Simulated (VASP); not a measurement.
# C (P6_3/mmc) in VASP: further runs, part 2 of 2

VASP 6.6.1. The steps go on from the part before.

### 4 Single point, LDA (volume scaled by 0.92)

INCAR reads:

```
SYSTEM = C
PREC = Accurate
ENCUT = 520
EDIFF = 1E-6
ISMEAR = -1
SIGMA = 0.05
LREAL = .False.
LASPH = .True.
NELM = 80
ALGO = Normal
ISIF = 2
LWAVE = .False.
LCHARG = .False.
GGA = CA
NBANDS = 16
```

KPOINTS reads:

```
Automatic mesh
0
Gamma
  13 13 7
  0 0 0
```

POSCAR reads:

```
C
1.0
    2.4152302483      0.0000000000      0.0000000000
   -1.2076151241      2.0916507510      0.0000000000
    0.0000000000      0.0000000000      4.0229075718
C
4
Direct
    0.3333333333      0.6666666667      0.0628291463
    0.6666666667      0.3333333333      0.5628291463
    0.3333333333      0.6666666667      0.4371708537
    0.6666666667      0.3333333333      0.9371708537
```

Potentials or basis: VASP PAW LDA potentials, release 64 (C).

Command:

```sh
> cat potpaw_LDA.64/C/POTCAR > POTCAR
> mpirun -np 1 vasp_std > vasp.out
```

OUTCAR:

```text
SYSTEM = C
   PREC = Accurate
   ENCUT = 520
   EDIFF = 1E-6
   ISMEAR = -1
   LREAL = .False.
   LASPH = .True.
   NELM = 80
   ISIF = 2
   GGA = CA

 ion  position               nearest neighbor table
   1  0.333  0.667  0.063-   4 1.48   4 1.48   4 1.48   3 1.51
   2  0.667  0.333  0.563-   3 1.48   3 1.48   3 1.48   4 1.51
   3  0.333  0.667  0.437-   2 1.48   2 1.48   2 1.48   1 1.51
   4  0.667  0.333  0.937-   1 1.48   1 1.48   1 1.48   2 1.51

  LATTYP: Found a hexagonal cell.
 ALAT       =     2.4152302483
[... 656 lines left out ...]
  Direction    XX          YY          ZZ          XY          YZ          ZX
  --------------------------------------------------------------------------------------
  -------------------------------------------------------------------------------------
  Total        5.9835823      5.9835823      6.0977436      0.0000000      0.0000000     -0.0000000
  in kB      471.7197797    471.7197797    480.7197620      0.0000000      0.0000000     -0.0000000
  external PRESSURE =     474.7197738 kB  Pullay stress =       0.0000000 kB

 VOLUME and BASIS-vectors are now :
 -----------------------------------------------------------------------------
  energy-cutoff  :      520.00
  volume of cell :       20.32
      direct lattice vectors                 reciprocal lattice vectors
     2.415230248  0.000000000  0.000000000     0.414039200  0.239045644  0.000000000
    -1.207615124  2.091650751  0.000000000     0.000000000  0.478091287  0.000000000
     0.000000000  0.000000000  4.022907572     0.000000000  0.000000000  0.248576429

 POSITION                                       TOTAL-FORCE (eV/Angst)
 -----------------------------------------------------------------------------------
     -0.00000      1.39443      0.25276         0.000000     -0.000000      0.115985
      1.20762      0.69722      2.26421        -0.000000      0.000000      0.115985
     -0.00000      1.39443      1.75870         0.000000     -0.000000     -0.115985
      1.20762      0.69722      3.77015        -0.000000      0.000000     -0.115985
 -----------------------------------------------------------------------------------
    total drift:                               -0.000000      0.000000      0.000000

  FREE ENERGIE OF THE ION-ELECTRON SYSTEM (eV)
  ---------------------------------------------------
  free  energy   TOTEN  =       -40.1314611432 eV

  energy  without entropy=      -40.1314611431  energy(sigma->0) =      -40.13146114
```

It took 14 s on 1 thread of AMD EPYC 7R43 (Zen 3), shared host; peak memory 0.09 GiB.

What came out:

| Quantity | Value |
| --- | --- |
| Free energy | -40.1315 eV |
| Pressure | 47.5 GPa |
| Largest force | 0.116 eV/Å |
| Band gap on the k mesh | 2.85 eV, indirect (least direct gap 5.11 eV) |

Forces in eV/Å, atoms in the order of the input:
```
C    0.000  0.000  0.116
C    0.000  0.000  0.116
C    0.000  0.000 -0.116
C    0.000  0.000 -0.116
```

Stress tensor (GPa, compression positive):
```
47.17  0.00  0.00
 0.00 47.17  0.00
 0.00  0.00 48.07
```

Levels at points of the mesh, in eV from the valence-band top:
```csv
k point,band 4,band 5,band 6,band 7,band 8,band 9,band 10,band 11,band 12,band 13
"(0.00, 0.00, 0.00)",-3.42,-3.42,-0.59,0.00,0.00,5.11,5.11,5.56,9.71,10.15
```

### 5 Single point, LDA (volume scaled by 0.96)

INCAR reads:

```
PREC = Accurate ; ENCUT = 520
EDIFF = 1E-6 ; ISMEAR = -1
SIGMA = 0.05 ; LREAL = F
LASPH = T ; NELM = 100
ALGO = Normal ; ISIF = 2
LWAVE = F ; LCHARG = F
NBANDS = 16
```

KPOINTS reads:

```
Automatic mesh
0
Gamma
  13 13 7
```

POSCAR reads:

```
C
1.0
    2.4497381997      0.0000000000      0.0000000000
   -1.2248690999      2.1215355136      0.0000000000
    0.0000000000      0.0000000000      4.0803854456
C
4
Direct
    0.3333333333      0.6666666667      0.0628291463
    0.6666666667      0.3333333333      0.5628291463
    0.3333333333      0.6666666667      0.4371708537
    0.6666666667      0.3333333333      0.9371708537
```

Command:

```sh
> cat potpaw_LDA.64/C/POTCAR > POTCAR
> mpirun -np 1 vasp_std > vasp.out
```

Wall time 18 s (1 thread of AMD EPYC 7R43 (Zen 3), shared host); peak memory 0.09 GiB.

It converged, with:

- Free energy: -40.3239 eV
- Pressure: 22.4 GPa
- Largest force: 0.057 eV/Å
- Band gap on the k mesh: 3.01 eV, indirect (least direct gap 5.04 eV)

Forces in eV/Å, atoms in the order of the input:
```
C    0.000  0.000  0.057
C    0.000  0.000  0.057
C    0.000  0.000 -0.057
C    0.000  0.000 -0.057
```

Stress tensor (GPa, compression positive):
```
22.28  0.00  0.00
 0.00 22.28  0.00
 0.00  0.00 22.65
```

Levels at points of the mesh, in eV from the valence-band top:
| k point | band 4 | band 5 | band 6 | band 7 | band 8 | band 9 | band 10 | band 11 | band 12 | band 13 |
| --- | --- | --- | --- | --- | --- | --- | --- | --- | --- | --- |
| (0.00, 0.00, 0.00) | -3.28 | -3.28 | -0.55 | 0.00 | 0.00 | 5.04 | 5.04 | 5.45 | 9.16 | 9.88 |

### 6 Single point, LDA

INCAR reads:

```
ALGO     = Normal         # electronic algorithm
EDIFF    = 1E-7           # SCF threshold, eV
ENCUT    = 520            # plane-wave cutoff, eV
GGA      = CA             # functional
ISIF     = 2              # what is computed and relaxed
ISMEAR   = -1             # smearing method
LASPH    = T              # aspherical terms in the spheres
LCHARG   = F              # write CHGCAR
LREAL    = F              # projectors in reciprocal space
LWAVE    = F              # write WAVECAR
NBANDS   = 16             # bands
NELM     = 100            # most SCF steps
PREC     = Accurate       # precision mode
SIGMA    = 0.05           # smearing width, eV
```

KPOINTS reads:

```
k-points
0
Gamma
  13 13 7
```

POSCAR reads:

```
C
1.0
    2.4833004279      0.0000000000      0.0000000000
   -1.2416502139      2.1506012557      0.0000000000
    0.0000000000      0.0000000000      4.1362880833
C
4
Direct
    0.3333333333      0.6666666667      0.0628291463
    0.6666666667      0.3333333333      0.5628291463
    0.3333333333      0.6666666667      0.4371708537
    0.6666666667      0.3333333333      0.9371708537
```

Potentials or basis: VASP PAW LDA potentials, release 64 (C).

Command:

```sh
> cat potpaw_LDA.64/C/POTCAR > POTCAR
> mpirun -np 1 vasp_std > vasp.out
```

Run time: 22 s. Hardware: 1 thread of AMD EPYC 7R43 (Zen 3), shared host; peak memory 0.1 GiB.

It converged, with:

```
Free energy            : -40.3902 eV
Pressure               : 1.6 GPa
Largest force          : 0.005 eV/Å
Band gap on the k mesh : 3.14 eV, indirect (least direct gap 4.97 eV)
```

Forces on the atoms (eV/Å):
```
C    0.000  0.000  0.005
C    0.000  0.000  0.005
C    0.000  0.000 -0.005
C    0.000  0.000 -0.005
```

Levels at points of the mesh, in eV from the valence-band top:
```
           k point  band 5  band 6  band 7  band 8  band 9  band 10  band 11  band 12
(0.00, 0.00, 0.00)   -3.15   -0.52    0.00    0.00    4.97     4.97     5.35     8.64
```

### 7 Overview

| cell | k mesh | gap on the mesh (eV) | pressure (GPa) | largest force (eV/Å) |
| --- | --- | --- | --- | --- |
| a = 2.483, b = 2.483, c = 4.136 Å, angles 90.0, 90.0, 120.0°, 4 atoms | 8 × 8 × 4 | 3.39 | 1.6 | - |
| a = 2.380, b = 2.380, c = 3.964 Å, angles 90.0, 90.0, 120.0°, 4 atoms | 13 × 13 × 7 | 2.68 | 77.7 | 0.18 |
| a = 2.415, b = 2.415, c = 4.023 Å, angles 90.0, 90.0, 120.0°, 4 atoms | 13 × 13 × 7 | 2.85 | 47.5 | 0.12 |
| a = 2.450, b = 2.450, c = 4.080 Å, angles 90.0, 90.0, 120.0°, 4 atoms | 13 × 13 × 7 | 3.01 | 22.4 | 0.06 |
| a = 2.483, b = 2.483, c = 4.136 Å, angles 90.0, 90.0, 120.0°, 4 atoms | 13 × 13 × 7 | 3.14 | 1.6 | 0.01 |

Alike in all rows: task single point; level LDA; potentials or basis VASP PAW LDA potentials, release 64 (C); no spin polarisation; cutoff (eV) 520; smearing fermi-dirac 0.05 eV.

Total energies depend on the potentials used, so only differences within one code and one set of settings carry meaning.
